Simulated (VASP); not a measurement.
# Rb (Cmcm) in VASP: notebook

Rb is run at these levels: PBE; tasks: single point.

Everything below comes from runs of VASP 6.6.1. Logs are shortened: lines on timing, memory, paths and dates and some standing lists are left out, and cuts for length are marked.

### Step 1. The cell of the first run

It takes space group Cmcm (No. 63, orthorhombic). The conventional cell has a = 5.027 Å, b = 8.806 Å, c = 8.210 Å, α = 90.00°, β = 90.00°, γ = 90.00°.

### Step 2. Single point, PBE

Input file INCAR:

```
SYSTEM = Rb
ALGO = Fast
EDIFF = 1E-6
ENCUT = 520
GGA = PE
ISIF = 2
ISMEAR = 0
LASPH = .TRUE.
LCHARG = .FALSE.
LREAL = .FALSE.
LWAVE = .FALSE.
NBANDS = 16
NELM = 80
PREC = Accurate
SIGMA = 0.1
```

Input file KPOINTS:

```
k-points
0
G
  10 10 6
  0 0 0
```

Input file POSCAR:

```
Rb
1.0
    2.5134949685     -4.4028205879      0.0000000000
    2.5134949685      4.4028205879      0.0000000000
    0.0000000000      0.0000000000      8.2095147680
Rb
2
Direct
    0.8366632342      0.1633367658      0.7500000000
    0.1633367658      0.8366632342      0.2500000000
```

Potentials or basis: VASP PAW PBE potentials, release 64 (Rb_sv).

On the command line:

```
> cat potpaw_PBE.64/Rb_sv/POTCAR > POTCAR
> mpirun -np 1 vasp_std > vasp.out
```

OUTCAR:

```text
SYSTEM = Rb
   EDIFF = 1E-6
   ENCUT = 520
   GGA = PE
   ISIF = 2
   ISMEAR = 0
   LASPH = .TRUE.
   LREAL = .FALSE.
   NELM = 80
   PREC = Accurate

 ion  position               nearest neighbor table
   1  0.837  0.163  0.750-   2 5.01   2 5.01   2 5.05   2 5.05   2 5.05   2 5.05
   2  0.163  0.837  0.250-   1 5.01   1 5.01   1 5.05   1 5.05   1 5.05   1 5.05

  LATTYP: Found a base centered orthorhombic cell.
 ALAT       =     5.0269899370
 B/A-ratio  =     1.7516727278
 C/A-ratio  =     1.6330875675

  Lattice vectors:

 A1 = (   2.5134949685,  -4.4028205879,   0.0000000000)
 A2 = (   2.5134949685,   4.4028205879,   0.0000000000)
 A3 = (   0.0000000000,   0.0000000000,   8.2095147680)

Analysis of symmetry for initial positions (statically):
=====================================================================
 Subroutine PRICEL returns:
 Original cell was already a primitive cell.

 Routine SETGRP: Setting up the symmetry group for a
 base centered orthorhombic supercell.

 Subroutine GETGRP returns: Found  8 space group operations
 (whereof  4 operations were pure point group operations)
 out of a pool of  8 trial point group operations.

The static configuration has the point symmetry C_2h.
 The point group associated with its full space group is D_2h.

Analysis of symmetry for dynamics (positions and initial velocities):
=====================================================================
 Subroutine PRICEL returns:
 Original cell was already a primitive cell.

 Routine SETGRP: Setting up the symmetry group for a
 base centered orthorhombic supercell.

 Subroutine GETGRP returns: Found  8 space group operations
 (whereof  4 operations were pure point group operations)
 out of a pool of  8 trial point group operations.

The dynamic configuration has the point symmetry C_2h.
 The point group associated with its full space group is D_2h.

 Subroutine INISYM returns: Found  8 space group operations
 (whereof  4 operations are pure point group operations),
 and found     1 'primitive' translations

----------------------------------------------------------------------------------------

                                     Primitive cell

  volume of cell :     181.7007

  direct lattice vectors                    reciprocal lattice vectors
     2.513494968 -4.402820588  0.000000000     0.198926199 -0.113563565  0.000000000
     2.513494968  4.402820588  0.000000000     0.198926199  0.113563565  0.000000000
     0.000000000  0.000000000  8.209514768     0.000000000  0.000000000  0.121809879

  length of vectors
     5.069761936  5.069761936  8.209514768     0.229059634  0.229059634  0.121809879

  position of ions in fractional coordinates (direct lattice)
     0.836663234  0.163336766  0.750000000
     0.163336766  0.836663234  0.250000000

  ion indices of the primitive-cell ions
   primitive index   ion index
                 1           1
                 2           2

----------------------------------------------------------------------------------------

 KPOINTS: k-points

Automatic generation of k-mesh.
 Grid dimensions read from file:
 generate k-points for:   10   10    6

 Generating k-lattice:

  Cartesian coordinates                     Fractional coordinates (reciprocal lattice)
     0.019892620 -0.011356356  0.000000000     0.100000000  0.000000000  0.000000000
     0.019892620  0.011356356  0.000000000     0.000000000  0.100000000  0.000000000
     0.000000000  0.000000000  0.020301646     0.000000000  0.000000000  0.166666667

  Length of vectors
     0.022905963  0.022905963  0.020301646

  Shift w.r.t. Gamma in fractional coordinates (k-lattice)
     0.000000000  0.000000000  0.000000000

 Subroutine IBZKPT returns following result:
 ===========================================

 Found    124 irreducible k-points:

 Following reciprocal coordinates:
            Coordinates               Weight
  0.000000  0.000000  0.000000      1.000000
  0.100000  0.000000  0.000000      4.000000
  0.200000  0.000000  0.000000      4.000000
  0.300000  0.000000  0.000000      4.000000
  0.400000  0.000000  0.000000      4.000000
  0.500000  0.000000  0.000000      2.000000
[... 16 lines left out ...]
  0.300000  0.300000  0.000000      2.000000
  0.400000  0.300000  0.000000      4.000000
 [... further k-points ...]
   k-points           NKPTS =    124   k-points in BZ     NKDIM =    124   number of bands    NBANDS=     16
   number of dos      NEDOS =    301   number of ions     NIONS =      2
   total plane-waves  NPLWV = 102400
   dimension x,y,z NGX =    40 NGY =   40 NGZ =   64
   dimension x,y,z NGXF=    80 NGYF=   80 NGZF=  128
   ions per type =               2
   NGX,Y,Z   is equivalent  to a cutoff of  13.12, 13.12, 12.96 a.u.
   NGXF,Y,Z  is equivalent  to a cutoff of  26.23, 26.23, 25.92 a.u.
 SYSTEM =  Rb
   PREC   = accura    normal or accurate (medium, high low for compatibility)
   ISTART =      0    job   : 0-new  1-cont  2-samecut
   ICHARG =      2    charge: 1-file 2-atom 10-const
   ISPIN  =      1    spin polarized calculation?
   LNONCOLLINEAR =      F non collinear calculations
   LSORBIT =      F    spin-orbit coupling
   LASPH  =      T    aspherical Exc in radial PAW
   ENCUT  =  520.0 eV  38.22 Ry    6.18 a.u.   9.43  9.43 15.26*2*pi/ulx,y,z
   NELM   =     80;   NELMIN=  2; NELMDL= -5     # of ELM steps
   EDIFF  = 0.1E-05   stopping-criterion for ELM
   LREAL  =      F    real-space projection
   EDIFFG = 0.1E-04   stopping-criterion for IOM
   NSW    =      0    number of steps for IOM
   IBRION =     -1    ionic relax: 0-MD 1-quasi-New 2-CG
   NFREE  =      0    steps in history (QN), initial steepest desc. (CG)
   ISIF   =      2    stress and relaxation
   ISYM   =      2    0-nonsym 1-usesym 2-fastsym
   POTIM  = 0.5000    time-step for ionic-motion
   TEBEG  =    0.0;   TEEND  =   0.0 temperature during run
   PSTRESS=    0.0 pullay stress
   NELECT =      18.0000    total number of electrons
   NUPDOWN=      -1.0000    fix difference up-down
   EMIN   =  10.00;   EMAX   =-10.00  energy-range for DOS
   EFERMI =   0.00;   METHOD = LEGACY
   ISMEAR =     0;   SIGMA  =   0.10  broadening in eV -4-tet -1-fermi 0-gaus
   EFERMI_NEDOS =   21; number of points for ismear=-14 and -15
   IALGO  =     68    algorithm
[... 43 lines left out ...]
      3     -13.0184      2.00000
      4     -12.9379      2.00000
      5     -12.9356      2.00000
      6     -12.9234      2.00000
[... 8 lines left out ...]
     15       3.8708      0.00000
     16       3.9067      0.00000

 k-point     2 :       0.1000    0.0000    0.0000
  band No.  band energies     occupation
      1     -28.8793      2.00000
      2     -28.8756      2.00000
      3     -13.0154      2.00000
      4     -12.9432      2.00000
      5     -12.9394      2.00000
      6     -12.9303      2.00000
[... 8 lines left out ...]
     15       3.8133      0.00000
     16       3.9877      0.00000

 k-point     3 :       0.2000    0.0000    0.0000
  band No.  band energies     occupation
      1     -28.8784      2.00000
      2     -28.8752      2.00000
      3     -13.0070      2.00000
      4     -12.9610      2.00000
      5     -12.9484      2.00000
      6     -12.9451      2.00000
[... 8 lines left out ...]
     15       3.7109      0.00000
     16       3.8654      0.00000

 k-point     4 :       0.3000    0.0000    0.0000
  band No.  band energies     occupation
      1     -28.8773      2.00000
      2     -28.8747      2.00000
      3     -12.9951      2.00000
      4     -12.9835      2.00000
      5     -12.9700      2.00000
      6     -12.9518      2.00000
[... 8 lines left out ...]
     15       3.5993      0.00000
     16       3.9985      0.00000

 k-point     5 :       0.4000    0.0000    0.0000
  band No.  band energies     occupation
      1     -28.8763      2.00000
      2     -28.8745      2.00000
      3     -13.0019      2.00000
      4     -12.9871      2.00000
      5     -12.9831      2.00000
      6     -12.9570      2.00000
[... 8 lines left out ...]
     15       3.4274      0.00000
     16       4.2952      0.00000

 k-point     6 :       0.5000    0.0000    0.0000
  band No.  band energies     occupation
      1     -28.8758      2.00000
      2     -28.8745      2.00000
      3     -13.0089      2.00000
      4     -12.9936      2.00000
      5     -12.9771      2.00000
      6     -12.9590      2.00000
[... 8 lines left out ...]
     15       3.3684      0.00000
     16       4.4390      0.00000

 k-point     7 :       0.1000    0.1000    0.0000
  band No.  band energies     occupation
      1     -28.8787      2.00000
      2     -28.8753      2.00000
      3     -13.0097      2.00000
      4     -12.9540      2.00000
      5     -12.9484      2.00000
      6     -12.9391      2.00000
[... 8 lines left out ...]
     15       3.7289      0.00000
     16       3.8674      0.00000

 k-point     8 :       0.2000    0.1000    0.0000
  band No.  band energies     occupation
      1     -28.8777      2.00000
      2     -28.8749      2.00000
      3     -12.9996      2.00000
      4     -12.9731      2.00000
      5     -12.9657      2.00000
      6     -12.9478      2.00000
[... 8 lines left out ...]
     15       3.5271      0.00000
     16       3.9518      0.00000

 k-point     9 :       0.3000    0.1000    0.0000
  band No.  band energies     occupation
      1     -28.8766      2.00000
      2     -28.8745      2.00000
      3     -12.9932      2.00000
      4     -12.9873      2.00000
      5     -12.9815      2.00000
      6     -12.9563      2.00000
[... 8 lines left out ...]
     15       3.2959      0.00000
     16       4.0060      0.00000
[... 172 lines left out ...]
 k-point    19 :       0.5000    0.2000    0.0000
  band No.  band energies     occupation
      1     -28.8759      2.00000
      2     -28.8746      2.00000
      3     -12.9953      2.00000
      4     -12.9851      2.00000
      5     -12.9765      2.00000
      6     -12.9659      2.00000
[... 8 lines left out ...]
     15       2.7647      0.00000
     16       3.5822      0.00000

 k-point    20 :      -0.4000    0.2000    0.0000
  band No.  band energies     occupation
      1     -28.8768      2.00000
      2     -28.8747      2.00000
      3     -12.9882      2.00000
      4     -12.9818      2.00000
      5     -12.9809      2.00000
      6     -12.9547      2.00000
[... 8 lines left out ...]
     15       3.0040      0.00000
     16       3.9172      0.00000

 k-point    21 :      -0.3000    0.2000    0.0000
  band No.  band energies     occupation
      1     -28.8777      2.00000
      2     -28.8750      2.00000
      3     -12.9991      2.00000
      4     -12.9724      2.00000
      5     -12.9638      2.00000
      6     -12.9465      2.00000
[... 8 lines left out ...]
     15       3.5649      0.00000
     16       4.0149      0.00000

 k-point    22 :      -0.2000    0.2000    0.0000
  band No.  band energies     occupation
      1     -28.8785      2.00000
      2     -28.8752      2.00000
      3     -13.0068      2.00000
      4     -12.9616      2.00000
      5     -12.9481      2.00000
      6     -12.9431      2.00000
[... 8 lines left out ...]
     15       3.7910      0.00000
     16       3.9278      0.00000

 k-point    23 :       0.3000    0.3000    0.0000
  band No.  band energies     occupation
      1     -28.8752      2.00000
      2     -28.8746      2.00000
      3     -12.9956      2.00000
      4     -12.9843      2.00000
      5     -12.9750      2.00000
      6     -12.9668      2.00000
[... 8 lines left out ...]
     15       2.6284      0.00000
     16       3.4223      0.00000

 k-point    24 :       0.4000    0.3000    0.0000
  band No.  band energies     occupation
      1     -28.8752      2.00000
      2     -28.8747      2.00000
      3     -12.9941      2.00000
      4     -12.9828      2.00000
      5     -12.9756      2.00000
      6     -12.9653      2.00000
[... 8 lines left out ...]
     15       2.6249      0.00000
     16       3.3882      0.00000

 [... further k-points ...]

------------------------ aborting loop because EDIFF is reached ----------------------------------------

  FORCE on cell =-STRESS in cart. coord.  units (eV):
  Direction    XX          YY          ZZ          XY          YZ          ZX
  --------------------------------------------------------------------------------------
  -------------------------------------------------------------------------------------
  Total        0.0319368      0.0203471      0.0000140      0.0000000     -0.0000000      0.0000000
  in kB        0.2816081      0.1794145      0.0001234      0.0000000     -0.0000000      0.0000000
  external PRESSURE =       0.1537153 kB  Pullay stress =       0.0000000 kB

 VOLUME and BASIS-vectors are now :
 -----------------------------------------------------------------------------
  energy-cutoff  :      520.00
  volume of cell :      181.70
      direct lattice vectors                 reciprocal lattice vectors
     2.513494968 -4.402820588  0.000000000     0.198926199 -0.113563565  0.000000000
     2.513494968  4.402820588  0.000000000     0.198926199  0.113563565  0.000000000
     0.000000000  0.000000000  8.209514768     0.000000000  0.000000000  0.121809879

 POSITION                                       TOTAL-FORCE (eV/Angst)
 -----------------------------------------------------------------------------------
      2.51349     -2.96454      6.15714         0.000000      0.001335      0.000000
      2.51349      2.96454      2.05238         0.000000     -0.001335      0.000000
 -----------------------------------------------------------------------------------
    total drift:                               -0.000000     -0.000000      0.000000

  FREE ENERGIE OF THE ION-ELECTRON SYSTEM (eV)
  ---------------------------------------------------
  free  energy   TOTEN  =        -1.8798339984 eV

  energy  without entropy=       -1.8710721190  energy(sigma->0) =       -1.87545306
```

Wall time 5.2 min (1 thread of Intel Xeon Platinum 8259CL at 2.50GHz (Skylake/Cascade Lake), shared host); peak memory 0.49 GiB.

Results:

| Quantity | Value |
| --- | --- |
| Free energy | -1.8798 eV |
| Pressure | 0.0 GPa |
| Band gap on the k mesh | zero (bands 9 and 10 overlap by 2.10 eV) |

### Step 3. Single point, PBE (biaxial strain in the a-b plane: -4.0 %, then relaxed in part)

Input file INCAR:

```
ALGO = Fast
EDIFF = 1E-7
ENCUT = 520
GGA = PE
ISIF = 2
ISMEAR = 0
LASPH = T
LCHARG = F
LREAL = F
LWAVE = F
NBANDS = 26
NELM = 100
PREC = Accurate
SIGMA = 0.1
```

Input file KPOINTS:

```
k-points
0
Gamma
  8 6 6
```

Input file POSCAR:

```
Rb
1.0
    4.8259099617      0.0000000000      0.0000000000
    0.0000000000      8.4534148894      0.0000000000
    0.0000000000      0.0000000000      8.4065413021
Rb
4
Direct
    0.0000000000      0.1633368639      0.2500000000
    0.5000000000      0.3366631361      0.7500000000
    0.5000000000      0.6633368639      0.2500000000
    0.0000000000      0.8366631361      0.7500000000
```

Potentials or basis: VASP PAW PBE potentials, release 64 (Rb_sv).

On the command line:

```
> cat potpaw_PBE.64/Rb_sv/POTCAR > POTCAR
> mpirun -np 1 vasp_std > vasp.out
```

Run time: 24 min. Hardware: 1 thread of Oxide Virtual Turin-like, shared host; peak memory 0.66 GiB.

The run converged. Its results:

```
Free energy            : -3.7276 eV
Pressure               : 0.2 GPa
Band gap on the k mesh : zero (bands 18 and 19 overlap by 1.42 eV)
```

Stress tensor (GPa, compression positive):
```
0.33 0.00 0.00
0.00 0.28 0.00
0.00 0.00 0.01
```

Levels at points of the mesh, in eV from the Fermi level:
```csv
k point,band 15,band 16,band 17,band 18,band 19,band 20,band 21,band 22
"(0.00, 0.00, 0.00)",-12.92,-12.92,-2.07,-0.04,0.09,0.35,0.51,1.22
"(0.50, 0.00, 0.00)",-12.95,-12.95,-0.23,-0.23,1.20,1.20,1.32,1.32
"(0.00, 0.50, 0.00)",-12.93,-12.93,-1.42,-1.42,0.65,0.65,0.72,0.72
"(0.50, 0.50, 0.00)",-12.94,-12.94,0.11,0.11,0.39,0.39,1.21,1.21
"(0.00, 0.00, 0.50)",-12.93,-12.93,-1.42,-1.42,0.38,0.38,0.96,0.96
"(0.50, 0.00, 0.50)",-12.95,-12.95,0.26,0.26,0.26,0.26,1.59,1.59
"(0.00, 0.50, 0.50)",-12.94,-12.94,-0.82,-0.82,-0.82,-0.82,2.13,2.13
"(0.50, 0.50, 0.50)",-12.95,-12.95,0.41,0.41,0.41,0.41,0.98,0.98
```

Caveat: the cell differs from its parent crystal (biaxial strain in the a-b plane: -4.0 %, then relaxed in part).

### Step 4. Single point, PBE (biaxial strain in the a-b plane: -2.0 %, then relaxed in part)

Input file INCAR:

```
  PREC = Accurate
  ENCUT = 520
  EDIFF = 1E-6
  ISMEAR = 0
  SIGMA = 0.1
  LREAL = False
  LASPH = True
  NELM = 60
  ALGO = Fast
  ISIF = 2
  LWAVE = False
  LCHARG = False
  GGA = PE
  NBANDS = 26
```

Input file KPOINTS:

```
Automatic mesh
0
Gamma
  8 6 6
```

Input file POSCAR:

```
Rb
1.0
    4.9264497526      0.0000000000      0.0000000000
    0.0000000000      8.6295276996      0.0000000000
    0.0000000000      0.0000000000      8.3080271463
Rb
4
Direct
    0.0000000000      0.1633368639      0.2500000000
    0.5000000000      0.3366631361      0.7500000000
    0.5000000000      0.6633368639      0.2500000000
    0.0000000000      0.8366631361      0.7500000000
```

On the command line:

```
> cat potpaw_PBE.64/Rb_sv/POTCAR > POTCAR
> mpirun -np 1 vasp_std > vasp.out
```

It took 15 min on 1 thread of Oxide Virtual Turin-like, shared host; peak memory 0.72 GiB.

Results (log left out):

```
Free energy            : -3.7480 eV
Pressure               : 0.1 GPa
Band gap on the k mesh : zero (bands 18 and 19 overlap by 1.34 eV)
```

Stress tensor (GPa, compression positive):
```
0.18 0.00 0.00
0.00 0.13 0.00
0.00 0.00 0.00
```

Levels at points of the mesh, in eV from the Fermi level:
```tsv
k point	band 16	band 17	band 18	band 19	band 20	band 21
(0.00, 0.00, 0.00)	-12.93	-2.02	0.05	0.05	0.30	0.59
(0.50, 0.00, 0.00)	-12.96	-0.26	-0.26	1.24	1.24	1.27
(0.00, 0.50, 0.00)	-12.94	-1.40	-1.40	0.70	0.70	0.79
(0.50, 0.50, 0.00)	-12.95	0.07	0.07	0.35	0.35	1.25
(0.00, 0.00, 0.50)	-12.94	-1.36	-1.36	0.38	0.38	0.92
(0.50, 0.00, 0.50)	-12.96	0.24	0.24	0.24	0.24	1.56
(0.00, 0.50, 0.50)	-12.95	-0.79	-0.79	-0.79	-0.79	2.14
(0.50, 0.50, 0.50)	-12.96	0.41	0.41	0.41	0.41	0.94
```

Caveat: the cell differs from its parent crystal (biaxial strain in the a-b plane: -2.0 %, then relaxed in part).

### Step 5. Overview

```csv
cell,k mesh,further INCAR settings,gap on the mesh (eV),pressure (GPa)
"a = 5.070, b = 5.070, c = 8.210 Å, angles 90.0, 90.0, 120.6°, 2 atoms, atomic positions A",10 × 10 × 6,ALGO = Fast; EDIFF = 1e-06; NBANDS = 16,none,0.0
"a = 4.826, b = 8.453, c = 8.407 Å, 4 atoms, atomic positions B",8 × 6 × 6,ALGO = Fast; EDIFF = 1e-07; NBANDS = 26,none,0.2
"a = 4.926, b = 8.630, c = 8.308 Å, 4 atoms, atomic positions B",8 × 6 × 6,ALGO = Fast; EDIFF = 1e-06; NBANDS = 26,none,0.1
```

Alike in all rows: task single point; level PBE; potentials or basis VASP PAW PBE potentials, release 64 (Rb_sv); no spin polarisation; cutoff (eV) 520; smearing gaussian 0.1 eV.

Total energies depend on the potentials used, so only differences within one code and one set of settings carry meaning.
